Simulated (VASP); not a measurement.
# Sb (P6_3/mmc) in VASP: a series of runs, part 2 of 2

VASP 6.6.1. The steps go on from the part before.

## Step 3: Single point, PBE (strained)

Contents of INCAR:

```
ALGO     = Normal         # electronic algorithm
EDIFF    = 1E-6           # SCF threshold, eV
ENCUT    = 520            # plane-wave cutoff, eV
GGA      = PE             # functional
ISIF     = 2              # what is computed and relaxed
ISMEAR   = 0              # smearing method
LASPH    = True           # aspherical terms in the spheres
LCHARG   = False          # write CHGCAR
LREAL    = False          # projectors in reciprocal space
LWAVE    = False          # write WAVECAR
NBANDS   = 12             # bands
NELM     = 60             # most SCF steps
PREC     = Accurate       # precision mode
SIGMA    = 0.1            # smearing width, eV
```

Contents of KPOINTS:

```
k-points
0
Gamma
  15 15 8
```

Contents of POSCAR:

```
Sb
1.0
    3.3641488192      0.0000000000      0.0000000000
   -1.6820744097      2.9134383396      0.0000000000
    0.0000000000      0.0000000000      5.2423748000
Sb
2
Direct
    0.3333333333      0.6666666667      0.2500000000
    0.6666666667      0.3333333333      0.7500000000
```

Potentials or basis: VASP PAW PBE potentials, release 64 (Sb).

Started as:

```
> cat potpaw_PBE.64/Sb/POTCAR > POTCAR
> mpirun -np 1 vasp_std > vasp.out
```

OUTCAR:

```text
EDIFF = 1E-6
   ENCUT = 520
   GGA = PE
   ISIF = 2
   ISMEAR = 0
   LASPH = True
   LREAL = False
   NELM = 60
   PREC = Accurate

 ion  position               nearest neighbor table
   1  0.333  0.667  0.250-   2 3.26   2 3.26   2 3.26   2 3.26   2 3.26   2 3.26
   2  0.667  0.333  0.750-   1 3.26   1 3.26   1 3.26   1 3.26   1 3.26   1 3.26

  LATTYP: Found a hexagonal cell.
 ALAT       =     3.3641488192
 C/A-ratio  =     1.5583064489

  Lattice vectors:

 A1 = (   3.3641488192,   0.0000000000,   0.0000000000)
 A2 = (  -1.6820744097,   2.9134383396,   0.0000000000)
 A3 = (   0.0000000000,   0.0000000000,   5.2423748000)

Analysis of symmetry for initial positions (statically):
=====================================================================
 Subroutine PRICEL returns:
 Original cell was already a primitive cell.

 Routine SETGRP: Setting up the symmetry group for a
 hexagonal supercell.

 Subroutine GETGRP returns: Found 24 space group operations
 (whereof 12 operations were pure point group operations)
 out of a pool of 24 trial point group operations.

The static configuration has the point symmetry D_3d.
 The point group associated with its full space group is D_6h.

Analysis of symmetry for dynamics (positions and initial velocities):
=====================================================================
 Subroutine PRICEL returns:
 Original cell was already a primitive cell.

 Routine SETGRP: Setting up the symmetry group for a
 hexagonal supercell.

 Subroutine GETGRP returns: Found 24 space group operations
 (whereof 12 operations were pure point group operations)
 out of a pool of 24 trial point group operations.

The dynamic configuration has the point symmetry D_3d.
 The point group associated with its full space group is D_6h.

 Subroutine INISYM returns: Found 24 space group operations
 (whereof 12 operations are pure point group operations),
 and found     1 'primitive' translations

----------------------------------------------------------------------------------------

                                     Primitive cell

  volume of cell :      51.3818

  direct lattice vectors                    reciprocal lattice vectors
     3.364148819  0.000000000  0.000000000     0.297252010  0.171618528  0.000000000
    -1.682074410  2.913438340  0.000000000     0.000000000  0.343237057  0.000000000
     0.000000000  0.000000000  5.242374800     0.000000000  0.000000000  0.190753244

  length of vectors
     3.364148819  3.364148819  5.242374800     0.343237057  0.343237057  0.190753244

  position of ions in fractional coordinates (direct lattice)
     0.333333333  0.666666667  0.250000000
     0.666666667  0.333333333  0.750000000

  ion indices of the primitive-cell ions
   primitive index   ion index
                 1           1
                 2           2

----------------------------------------------------------------------------------------

 KPOINTS: k-points

Automatic generation of k-mesh.
 Grid dimensions read from file:
 generate k-points for:   15   15    8

 Generating k-lattice:

  Cartesian coordinates                     Fractional coordinates (reciprocal lattice)
     0.019816801  0.011441235  0.000000000     0.066666667  0.000000000  0.000000000
     0.000000000  0.022882470  0.000000000     0.000000000  0.066666667  0.000000000
     0.000000000  0.000000000  0.023844156     0.000000000  0.000000000  0.125000000

  Length of vectors
     0.022882470  0.022882470  0.023844156

  Shift w.r.t. Gamma in fractional coordinates (k-lattice)
     0.000000000  0.000000000  0.000000000

 Subroutine IBZKPT returns following result:
 ===========================================

 Found    135 irreducible k-points:

 Following reciprocal coordinates:
            Coordinates               Weight
  0.000000  0.000000  0.000000      1.000000
  0.066667  0.000000  0.000000      6.000000
  0.133333  0.000000  0.000000      6.000000
  0.200000  0.000000  0.000000      6.000000
  0.266667  0.000000  0.000000      6.000000
  0.333333  0.000000  0.000000      6.000000
[... 16 lines left out ...]
  0.333333  0.200000  0.000000     12.000000
  0.400000  0.200000  0.000000      6.000000
 [... further k-points ...]
   k-points           NKPTS =    135   k-points in BZ     NKDIM =    135   number of bands    NBANDS=     12
   number of dos      NEDOS =    301   number of ions     NIONS =      2
   total plane-waves  NPLWV =  31360
   dimension x,y,z NGX =    28 NGY =   28 NGZ =   40
   dimension x,y,z NGXF=    56 NGYF=   56 NGZF=   80
   ions per type =               2
   NGX,Y,Z   is equivalent  to a cutoff of  13.84, 13.84, 12.68 a.u.
   NGXF,Y,Z  is equivalent  to a cutoff of  27.67, 27.67, 25.37 a.u.
 SYSTEM =  unknown system
   PREC   = accura    normal or accurate (medium, high low for compatibility)
   ISTART =      0    job   : 0-new  1-cont  2-samecut
   ICHARG =      2    charge: 1-file 2-atom 10-const
   ISPIN  =      1    spin polarized calculation?
   LNONCOLLINEAR =      F non collinear calculations
   LSORBIT =      F    spin-orbit coupling
   LASPH  =      T    aspherical Exc in radial PAW
   ENCUT  =  520.0 eV  38.22 Ry    6.18 a.u.   6.26  6.26  9.75*2*pi/ulx,y,z
   NELM   =     60;   NELMIN=  2; NELMDL= -5     # of ELM steps
   EDIFF  = 0.1E-05   stopping-criterion for ELM
   LREAL  =      F    real-space projection
   EDIFFG = 0.1E-04   stopping-criterion for IOM
   NSW    =      0    number of steps for IOM
   IBRION =     -1    ionic relax: 0-MD 1-quasi-New 2-CG
   NFREE  =      0    steps in history (QN), initial steepest desc. (CG)
   ISIF   =      2    stress and relaxation
   ISYM   =      2    0-nonsym 1-usesym 2-fastsym
   POTIM  = 0.5000    time-step for ionic-motion
   TEBEG  =    0.0;   TEEND  =   0.0 temperature during run
   PSTRESS=    0.0 pullay stress
   NELECT =      10.0000    total number of electrons
   NUPDOWN=      -1.0000    fix difference up-down
   EMIN   =  10.00;   EMAX   =-10.00  energy-range for DOS
   EFERMI =   0.00;   METHOD = LEGACY
   ISMEAR =     0;   SIGMA  =   0.10  broadening in eV -4-tet -1-fermi 0-gaus
   EFERMI_NEDOS =   21; number of points for ismear=-14 and -15
   IALGO  =     38    algorithm
   IMIX   =      4    mixing-type and parameters
     AMIX     =   0.40;   BMIX     =  1.00
     AMIX_MAG =   1.60;   BMIX_MAG =  1.00
  volume/ion in A,a.u.               =      25.69       173.37
  Fermi-wavevector in a.u.,A,eV,Ry     =   0.948721  1.792823 12.246214  0.900071
  Thomas-Fermi vector in A             =   2.076936
   LORBIT       =      0    0 simple, 1 ext, 2 COOP (PROOUT), +10 PAW based schemes
   GGA     = PE    functional components
   LHFCALC =     F    Hartree Fock is set to
   AEXX    =    0.0000 exact exchange contribution
   IVDW    =     0    specifies the selected vdW correction
   LEPSILON=     F    determine dielectric tensor
   LRPA    =     F    only Hartree local field effects (RPA)
 non-spin polarized calculation
 Gauss-broadening in eV      SIGMA  =   0.10
  energy-cutoff  :      520.00
  volume of cell :       51.38
 maximum number of plane-waves:      1411
 NGX is ok and might be reduce to    28
   NGX = 13   NGY = 13   NGZ = 19

 number of electron      10.0000000 magnetization

 Free energy of the ion-electron system (eV)
  ---------------------------------------------------
  ext. energy  EPLUGINS =         0.00000000
  ---------------------------------------------------
  free energy    TOTEN  =        -7.66815090 eV

  energy without entropy =       -7.65943673  energy(sigma->0) =       -7.66379381

 E-fermi :   9.1243     XC(G=0): -10.4368

 val. band max:        9.1178071614   @ k =   0.3333   0.0667   0.1250
 cond. band min:       9.1292433783   @ k =   0.4000   0.1333   0.0000
 fundamental gap:      0.0114362169
 Fermi energy:         9.1243323817

 k-point     1 :       0.0000    0.0000    0.0000
  band No.  band energies     occupation
      1      -4.1589      2.00000
      2       0.3477      2.00000
      3       3.1224      2.00000
      4      12.4003      0.00000
      5      12.4003      0.00000
      6      14.3031      0.00000
      7      14.3031      0.00000
      8      15.6032      0.00000
      9      16.4570      0.00000
     10      17.9062      0.00000
     11      19.0771      0.00000
     12      19.0771      0.00000
[... 331 lines left out ...]
 k-point    24 :       0.4000    0.2000    0.0000
  band No.  band energies     occupation
      1      -0.0620      2.00000
      2       1.0748      2.00000
      3       4.9044      2.00000
      4       6.8541      2.00000
      5       6.9666      2.00000
      6       7.2566      2.00000
      7       8.9303      1.99393
      8      10.1284      0.00000
      9      13.6056      0.00000
     10      17.2122      0.00000
     11      21.4684      0.00000
     12      21.7581      0.00000

 [... further k-points ...]
[... 5 lines left out ...]
  --------------------------------------------------------------------------------------
  -------------------------------------------------------------------------------------
  Total        1.1681892      1.1681892      2.0612484     -0.0000000      0.0000000      0.0000000
  in kB       36.4262682     36.4262682     64.2734792     -0.0000000      0.0000000      0.0000000
  external PRESSURE =      45.7086718 kB  Pullay stress =       0.0000000 kB

 VOLUME and BASIS-vectors are now :
 -----------------------------------------------------------------------------
  energy-cutoff  :      520.00
  volume of cell :       51.38
      direct lattice vectors                 reciprocal lattice vectors
     3.364148819  0.000000000  0.000000000     0.297252010  0.171618528  0.000000000
    -1.682074410  2.913438340  0.000000000     0.000000000  0.343237057  0.000000000
     0.000000000  0.000000000  5.242374800     0.000000000  0.000000000  0.190753244

 POSITION                                       TOTAL-FORCE (eV/Angst)
 -----------------------------------------------------------------------------------
     -0.00000      1.94229      1.31059        -0.000000     -0.000000      0.000000
      1.68207      0.97115      3.93178         0.000000      0.000000      0.000000
 -----------------------------------------------------------------------------------
    total drift:                                0.000000     -0.000000      0.000000

  FREE ENERGIE OF THE ION-ELECTRON SYSTEM (eV)
  ---------------------------------------------------
  free  energy   TOTEN  =        -7.6681508958 eV

  energy  without entropy=       -7.6594367303  energy(sigma->0) =       -7.66379381
```

Run time: 47 s. Hardware: 1 thread of Intel Xeon Platinum 8259CL at 2.50GHz (Skylake/Cascade Lake), shared host; peak memory 0.22 GiB.

Results:

- Free energy: -7.6682 eV
- Pressure: 4.6 GPa
- Band gap on the k mesh: zero (band 5 reaches 13.36 eV, above the bottom of band 6 at 5.76 eV)

Levels at points of the mesh, in eV from the Fermi level:
```
           k point  band 1  band 2  band 3  band 4  band 5  band 6  band 7  band 8  band 9  band 10
(0.00, 0.00, 0.00)  -13.28   -8.78   -6.00    3.28    3.28    5.18    5.18    6.48    7.33     8.78
(0.00, 0.00, 0.50)  -11.90  -11.90   -0.18   -0.18    4.23    4.23    4.23    4.23    8.37     8.37
```

Caveat: the cell differs from its parent crystal (strained); spin-orbit coupling is left out, which moves the levels of the heavy elements.

## Step 4: Single point, PBE (strained)

Contents of INCAR:

```
PREC = Accurate
ENCUT = 520
EDIFF = 1E-6
ISMEAR = 0
SIGMA = 0.1
LREAL = F
LASPH = T
NELM = 60
ALGO = Normal
ISIF = 2
LWAVE = F
LCHARG = F
GGA = PE
NBANDS = 12
```

Contents of KPOINTS:

```
Automatic mesh
0
Gamma
  15 15 8
```

Contents of POSCAR:

```
Sb
1.0
    3.4655557246      0.0000000000      0.0000000000
   -1.7327778624      3.0012592958      0.0000000000
    0.0000000000      0.0000000000      5.8025578000
Sb
2
Direct
    0.3333333333      0.6666666667      0.2500000000
    0.6666666667      0.3333333333      0.7500000000
```

Started as:

```
> cat potpaw_PBE.64/Sb/POTCAR > POTCAR
> mpirun -np 1 vasp_std > vasp.out
```

It took 56 s on 1 thread of Intel Xeon Platinum 8259CL at 2.50GHz (Skylake/Cascade Lake), shared host; peak memory 0.23 GiB.

The run converged. Its results:

```yaml
Free_energy: -7.6448 eV
Pressure: -4.8 GPa
Band_gap_on_the_k_mesh: zero (band 5 reaches 11.05 eV, above the bottom of band 6 at 4.30 eV)
```

Stress tensor (GPa, compression positive):
```
-4.84  0.00  0.00
 0.00 -4.84  0.00
 0.00  0.00 -4.58
```

Levels at points of the mesh, in eV from the Fermi level:
```csv
k point,band 2,band 3,band 4,band 5,band 6,band 7,band 8,band 9
"(0.00, 0.00, 0.00)",-9.22,-5.22,3.24,3.24,4.19,4.53,4.53,7.39
"(0.00, 0.00, 0.50)",-11.14,-1.14,-1.14,3.87,3.87,3.87,3.87,8.27
```

Caveat: the cell differs from its parent crystal (strained); spin-orbit coupling is left out, which moves the levels of the heavy elements.

## Step 5: Summary

| cell | gap on the mesh (eV) | pressure (GPa) |
| --- | --- | --- |
| a = 3.153, b = 3.153, c = 5.468 Å, angles 90.0, 90.0, 120.0°, 2 atoms | none | 13.2 |
| a = 3.364, b = 3.364, c = 5.242 Å, angles 90.0, 90.0, 120.0°, 2 atoms | none | 4.6 |
| a = 3.466, b = 3.466, c = 5.803 Å, angles 90.0, 90.0, 120.0°, 2 atoms | none | -4.8 |

Alike in all rows: task single point; level PBE; potentials or basis VASP PAW PBE potentials, release 64 (Sb); no spin polarisation; k mesh 15 × 15 × 8; cutoff (eV) 520; smearing gaussian 0.1 eV.

Caveats: spin-orbit coupling is left out, which moves the levels of the heavy elements.

Absolute energies hang on the potentials; compare differences alone.
